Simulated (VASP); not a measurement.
# Si2Mo (I4/mmm) in VASP: a series of runs

The runs below take Si2Mo through single point, with PBEsol.

All numbers are computed with VASP 6.6.1; they aren't measurements. Logs are shortened: lines on timing, memory, paths and dates and some standing lists are left out, and cuts for length are marked.

### Step 1. The cell of the first run

It takes space group I4/mmm (No. 139, tetragonal). Conventional cell: a = 3.154 Å, b = 3.154 Å, c = 8.173 Å, α = 90.00°, β = 90.00°, γ = 90.00°. Si (site symmetry 4mm) has 5 Mo at 2.60 to 2.75 Å and 9 Si at 2.64 to 3.15 Å within 3.4 Å. Within 3.4 Å of Mo (site symmetry 4/mmm) lie 10 Si at 2.60 to 2.75 Å and 4 Mo at 3.15 Å.

### Step 2. Single point, PBEsol (uniaxial strain along c: +4.5 %)

The input, INCAR:

```
PREC = Accurate ; ENCUT = 520
EDIFF = 1E-6 ; ISMEAR = 0
SIGMA = 0.1 ; LREAL = F
LASPH = T ; NELM = 60
ALGO = Normal ; ISIF = 2
LWAVE = F ; LCHARG = T
GGA = PS ; LELF = T
LVHAR = T ; NBANDS = 31
```

The input, KPOINTS:

```
regular mesh
0
Gamma
  12 12 6
```

The input, POSCAR:

```
Si2Mo
1.0
    3.1541818832      0.0000000000      0.0000000000
    0.0000000000      3.1541818832      0.0000000000
    0.0000000000      0.0000000000      8.1733462850
Si Mo
4 2
Direct
    0.0000000000      0.0000000000      0.3358858361
    0.5000000000      0.5000000000      0.1641141639
    0.5000000000      0.5000000000      0.8358858361
    0.0000000000      0.0000000000      0.6641141639
    0.0000000000      0.0000000000      0.0000000000
    0.5000000000      0.5000000000      0.5000000000
```

Potentials or basis: VASP PAW PBE potentials, release 64 (Si, Mo_sv).

Launch:

```sh
$ cat potpaw_PBE.64/Si/POTCAR potpaw_PBE.64/Mo_sv/POTCAR > POTCAR
$ mpirun -np 1 vasp_std > vasp.out
```

OUTCAR:

```text
PREC = Accurate
   ENCUT = 520
   EDIFF = 1E-6
   ISMEAR = 0
   LREAL = F
   LASPH = T
   NELM = 60
   ISIF = 2
   GGA = PS

 ion  position               nearest neighbor table
   1  0.000  0.000  0.336-   6 2.60   6 2.60   6 2.60   6 2.60   2 2.64   2 2.64   2 2.64   2 2.64
                             4 2.68   5 2.75
   2  0.500  0.500  0.164-   5 2.60   5 2.60   5 2.60   5 2.60   1 2.64   1 2.64   1 2.64   1 2.64
                             3 2.68   6 2.75
   3  0.500  0.500  0.836-   5 2.60   5 2.60   5 2.60   5 2.60   4 2.64   4 2.64   4 2.64   4 2.64
                             2 2.68   6 2.75
   4  0.000  0.000  0.664-   6 2.60   6 2.60   6 2.60   6 2.60   3 2.64   3 2.64   3 2.64   3 2.64
                             1 2.68   5 2.75
   5  0.000  0.000  0.000-   2 2.60   3 2.60   2 2.60   3 2.60   2 2.60   3 2.60   2 2.60   3 2.60
                             1 2.75   4 2.75
   6  0.500  0.500  0.500-   1 2.60   4 2.60   1 2.60   4 2.60   1 2.60   4 2.60   1 2.60   4 2.60
                             3 2.75   2 2.75

  LATTYP: Found a simple tetragonal cell.
 ALAT       =     3.1541818832
 C/A-ratio  =     2.5912729791

  Lattice vectors:

 A1 = (   3.1541818832,   0.0000000000,   0.0000000000)
 A2 = (   0.0000000000,   3.1541818832,   0.0000000000)
 A3 = (   0.0000000000,   0.0000000000,   8.1733462850)

Analysis of symmetry for initial positions (statically):
=====================================================================
 Subroutine PRICEL returns following result:

  LATTYP: Found a body centered tetragonal cell.
 ALAT       =     3.1541818832
 C/A-ratio  =     2.5912729791

  Lattice vectors:

 A1 = (  -1.5770909416,   1.5770909416,   4.0866731425)
 A2 = (   1.5770909416,  -1.5770909416,   4.0866731425)
 A3 = (   1.5770909416,   1.5770909416,  -4.0866731425)

   2 primitive cells build up your supercell.

 Routine SETGRP: Setting up the symmetry group for a
 simple tetragonal supercell.

 Subroutine GETGRP returns: Found 16 space group operations
 (whereof 16 operations were pure point group operations)
 out of a pool of 16 trial point group operations.

The static configuration has the point symmetry D_4h.

Analysis of symmetry for dynamics (positions and initial velocities):
=====================================================================
 Subroutine PRICEL returns following result:

  LATTYP: Found a body centered tetragonal cell.
 ALAT       =     3.1541818832
 C/A-ratio  =     2.5912729791

  Lattice vectors:

 A1 = (  -1.5770909416,   1.5770909416,   4.0866731425)
 A2 = (   1.5770909416,  -1.5770909416,   4.0866731425)
 A3 = (   1.5770909416,   1.5770909416,  -4.0866731425)

   2 primitive cells build up your supercell.

 Routine SETGRP: Setting up the symmetry group for a
 simple tetragonal supercell.

 Subroutine GETGRP returns: Found 16 space group operations
 (whereof 16 operations were pure point group operations)
 out of a pool of 16 trial point group operations.

The dynamic configuration has the point symmetry D_4h.

 Subroutine INISYM returns: Found 16 space group operations
 (whereof 16 operations are pure point group operations),
 and found     2 'primitive' translations

----------------------------------------------------------------------------------------

                                     Primitive cell

  volume of cell :      40.6578

  direct lattice vectors                    reciprocal lattice vectors
    -1.577090942  1.577090942  4.086673142    -0.000000000  0.317039422  0.122348909
     1.577090942 -1.577090942  4.086673142     0.317039422  0.000000000  0.122348909
     1.577090942  1.577090942 -4.086673142     0.317039422  0.317039422 -0.000000000

  length of vectors
     4.655677077  4.655677077  4.655677077     0.339828266  0.339828266  0.448361450

  position of ions in fractional coordinates (direct lattice)
     0.335885836  0.335885836  1.000000000
     0.664114164  0.664114164  1.000000000
     0.000000000  0.000000000  0.000000000

  ion indices of the primitive-cell ions
   primitive index   ion index
                 1           1
                 2           4
                 3           5

----------------------------------------------------------------------------------------

 KPOINTS: regular mesh

Automatic generation of k-mesh.
 Grid dimensions read from file:
 generate k-points for:   12   12    6

 Generating k-lattice:

  Cartesian coordinates                     Fractional coordinates (reciprocal lattice)
     0.026419952  0.000000000  0.000000000     0.083333333  0.000000000  0.000000000
     0.000000000  0.026419952  0.000000000     0.000000000  0.083333333  0.000000000
     0.000000000  0.000000000  0.020391485     0.000000000  0.000000000  0.166666667

  Length of vectors
     0.026419952  0.026419952  0.020391485

  Shift w.r.t. Gamma in fractional coordinates (k-lattice)
     0.000000000  0.000000000  0.000000000

 Subroutine IBZKPT returns following result:
 ===========================================

 Found    112 irreducible k-points:

 Following reciprocal coordinates:
            Coordinates               Weight
  0.000000  0.000000  0.000000      1.000000
  0.083333  0.000000  0.000000      4.000000
  0.166667  0.000000  0.000000      4.000000
  0.250000  0.000000  0.000000      4.000000
  0.333333  0.000000  0.000000      4.000000
  0.416667  0.000000  0.000000      4.000000
[... 16 lines left out ...]
  0.333333  0.333333  0.000000      4.000000
  0.416667  0.333333  0.000000      8.000000
 [... further k-points ...]
   k-points           NKPTS =    112   k-points in BZ     NKDIM =    112   number of bands    NBANDS=     31
   number of dos      NEDOS =    301   number of ions     NIONS =      6
   total plane-waves  NPLWV =  36864
   dimension x,y,z NGX =    24 NGY =   24 NGZ =   64
   dimension x,y,z NGXF=    48 NGYF=   48 NGZF=  128
   ions per type =               4   2
   NGX,Y,Z   is equivalent  to a cutoff of  12.65, 12.65, 13.02 a.u.
   NGXF,Y,Z  is equivalent  to a cutoff of  25.30, 25.30, 26.04 a.u.
 SYSTEM =  unknown system
   PREC   = accura    normal or accurate (medium, high low for compatibility)
   ISTART =      0    job   : 0-new  1-cont  2-samecut
   ICHARG =      2    charge: 1-file 2-atom 10-const
   ISPIN  =      1    spin polarized calculation?
   LNONCOLLINEAR =      F non collinear calculations
   LSORBIT =      F    spin-orbit coupling
   LASPH  =      T    aspherical Exc in radial PAW
   ENCUT  =  520.0 eV  38.22 Ry    6.18 a.u.   5.86  5.86 15.20*2*pi/ulx,y,z
   NELM   =     60;   NELMIN=  2; NELMDL= -5     # of ELM steps
   EDIFF  = 0.1E-05   stopping-criterion for ELM
   LREAL  =      F    real-space projection
   EDIFFG = 0.1E-04   stopping-criterion for IOM
   NSW    =      0    number of steps for IOM
   IBRION =     -1    ionic relax: 0-MD 1-quasi-New 2-CG
   NFREE  =      0    steps in history (QN), initial steepest desc. (CG)
   ISIF   =      2    stress and relaxation
   ISYM   =      2    0-nonsym 1-usesym 2-fastsym
   POTIM  = 0.5000    time-step for ionic-motion
   TEBEG  =    0.0;   TEEND  =   0.0 temperature during run
   PSTRESS=    0.0 pullay stress
   NELECT =      44.0000    total number of electrons
   NUPDOWN=      -1.0000    fix difference up-down
   EMIN   =  10.00;   EMAX   =-10.00  energy-range for DOS
   EFERMI =   0.00;   METHOD = LEGACY
   ISMEAR =     0;   SIGMA  =   0.10  broadening in eV -4-tet -1-fermi 0-gaus
   EFERMI_NEDOS =   21; number of points for ismear=-14 and -15
   IALGO  =     38    algorithm
   IMIX   =      4    mixing-type and parameters
     AMIX     =   0.40;   BMIX     =  1.00
     AMIX_MAG =   1.60;   BMIX_MAG =  1.00
  volume/ion in A,a.u.               =      13.55        91.46
  Fermi-wavevector in a.u.,A,eV,Ry     =   1.334037  2.520965 24.213679  1.779655
  Thomas-Fermi vector in A             =   2.462849
   LORBIT       =      0    0 simple, 1 ext, 2 COOP (PROOUT), +10 PAW based schemes
   GGA     = PS    functional components
   LHFCALC =     F    Hartree Fock is set to
   AEXX    =    0.0000 exact exchange contribution
   IVDW    =     0    specifies the selected vdW correction
   LEPSILON=     F    determine dielectric tensor
   LRPA    =     F    only Hartree local field effects (RPA)
 non-spin polarized calculation
 Gauss-broadening in eV      SIGMA  =   0.10
  energy-cutoff  :      520.00
  volume of cell :       81.32
 maximum number of plane-waves:      2232
 NGX is ok and might be reduce to    24
   NGX = 11   NGY = 11   NGZ = 31

 number of electron      43.9999998 magnetization

 Free energy of the ion-electron system (eV)
  ---------------------------------------------------
  ext. energy  EPLUGINS =         0.00000000
  ---------------------------------------------------
  free energy    TOTEN  =       -49.94502997 eV

  energy without entropy =      -49.94050450  energy(sigma->0) =      -49.94276724

 E-fermi :  12.1880     XC(G=0): -12.4649

 val. band max:       12.0648245254   @ k =   0.5000   0.5000   0.5000
 cond. band min:      12.2052836672   @ k =   0.1667   0.0000   0.1667
 fundamental gap:      0.1404591418
 Fermi energy:        12.1879773872

 k-point     1 :       0.0000    0.0000    0.0000
  band No.  band energies     occupation
      1     -48.5778      2.00000
      2     -48.5775      2.00000
      3     -22.8067      2.00000
      4     -22.7889      2.00000
      5     -22.6421      2.00000
      6     -22.6421      2.00000
[... 23 lines left out ...]
     30      15.8954      0.00000
     31      16.8433      0.00000

 k-point     2 :       0.0833    0.0000    0.0000
  band No.  band energies     occupation
      1     -48.5764      2.00000
      2     -48.5760      2.00000
      3     -22.8039      2.00000
      4     -22.7868      2.00000
      5     -22.6623      2.00000
      6     -22.6613      2.00000
[... 23 lines left out ...]
     30      16.4044      0.00000
     31      16.9385      0.00000

 k-point     3 :       0.1667    0.0000    0.0000
  band No.  band energies     occupation
      1     -48.5723      2.00000
      2     -48.5720      2.00000
      3     -22.7962      2.00000
      4     -22.7809      2.00000
      5     -22.7171      2.00000
      6     -22.7163      2.00000
[... 23 lines left out ...]
     30      16.8680      0.00000
     31      17.2140      0.00000

 k-point     4 :       0.2500    0.0000    0.0000
  band No.  band energies     occupation
      1     -48.5668      2.00000
      2     -48.5665      2.00000
      3     -22.7912      2.00000
      4     -22.7907      2.00000
      5     -22.7855      2.00000
      6     -22.7730      2.00000
[... 23 lines left out ...]
     30      17.1474      0.00000
     31      17.2041      0.00000

 k-point     5 :       0.3333    0.0000    0.0000
  band No.  band energies     occupation
      1     -48.5612      2.00000
      2     -48.5610      2.00000
      3     -22.8645      2.00000
      4     -22.8641      2.00000
      5     -22.7744      2.00000
      6     -22.7656      2.00000
[... 23 lines left out ...]
     30      17.2228      0.00000
     31      17.5300      0.00000
[... 542 lines left out ...]
     30      16.3142      0.00000
     31      16.6711      0.00000

 k-point    22 :       0.5000    0.2500    0.0000
  band No.  band energies     occupation
      1     -48.5448      2.00000
      2     -48.5448      2.00000
      3     -22.9140      2.00000
      4     -22.9140      2.00000
      5     -22.7534      2.00000
      6     -22.7534      2.00000
[... 23 lines left out ...]
     30      15.8874      0.00000
     31      17.2244      0.00000

 k-point    23 :       0.3333    0.3333    0.0000
  band No.  band energies     occupation
      1     -48.5449      2.00000
      2     -48.5448      2.00000
      3     -22.8375      2.00000
      4     -22.8359      2.00000
      5     -22.8305      2.00000
      6     -22.8285      2.00000
[... 23 lines left out ...]
     30      15.7029      0.00000
     31      17.2344      0.00000

 k-point    24 :       0.4167    0.3333    0.0000
  band No.  band energies     occupation
      1     -48.5409      2.00000
      2     -48.5409      2.00000
      3     -22.8842      2.00000
      4     -22.8841      2.00000
      5     -22.8255      2.00000
      6     -22.8252      2.00000
[... 23 lines left out ...]
     30      15.6919      0.00000
     31      17.4187      0.00000

 [... further k-points ...]
[... 5 lines left out ...]
  --------------------------------------------------------------------------------------
  -------------------------------------------------------------------------------------
  Total        1.0920331      1.0920331     -8.7059687      0.0000000      0.0000000      0.0000000
  in kB       21.5165685     21.5165685   -171.5356199      0.0000000      0.0000000      0.0000000
  external PRESSURE =     -42.8341609 kB  Pullay stress =       0.0000000 kB

 VOLUME and BASIS-vectors are now :
 -----------------------------------------------------------------------------
  energy-cutoff  :      520.00
  volume of cell :       81.32
      direct lattice vectors                 reciprocal lattice vectors
     3.154181883  0.000000000  0.000000000     0.317039422  0.000000000  0.000000000
     0.000000000  3.154181883  0.000000000     0.000000000  0.317039422  0.000000000
     0.000000000  0.000000000  8.173346285     0.000000000  0.000000000  0.122348909

 POSITION                                       TOTAL-FORCE (eV/Angst)
 -----------------------------------------------------------------------------------
      0.00000      0.00000      2.74531         0.000000     -0.000000      0.035866
      1.57709      1.57709      1.34136         0.000000      0.000000     -0.035866
      1.57709      1.57709      6.83198        -0.000000     -0.000000      0.035866
      0.00000      0.00000      5.42804        -0.000000     -0.000000     -0.035866
      0.00000      0.00000      0.00000        -0.000000      0.000000      0.000000
      1.57709      1.57709      4.08667        -0.000000      0.000000      0.000000
 -----------------------------------------------------------------------------------
    total drift:                                0.000000      0.000000     -0.000000

  FREE ENERGIE OF THE ION-ELECTRON SYSTEM (eV)
  ---------------------------------------------------
  free  energy   TOTEN  =       -49.9450299690 eV

  energy  without entropy=      -49.9405045017  energy(sigma->0) =      -49.94276724
```

Run time: 3.4 min. Hardware: 1 thread of Intel Xeon Platinum 8488C (Sapphire Rapids), shared host; peak memory 0.34 GiB.

What came out:

* Free energy: -49.9450 eV
* Pressure: -4.3 GPa
* Largest force: 0.036 eV/Å
* Band gap on the k mesh: zero (bands 22 and 23 overlap by 0.86 eV)

Forces on the atoms (eV/Å):
```
Si   0.000  0.000  0.036
Si   0.000  0.000 -0.036
Si   0.000  0.000  0.036
Si   0.000  0.000 -0.036
Mo   0.000  0.000  0.000
Mo   0.000  0.000  0.000
```

Caveat: the cell differs from its parent crystal (uniaxial strain along c: +4.5 %); the cell stands under tension; the PAW data sets were made with another functional, which shifts forces and pressure a little.

(Part 1 of 2 ends here.)
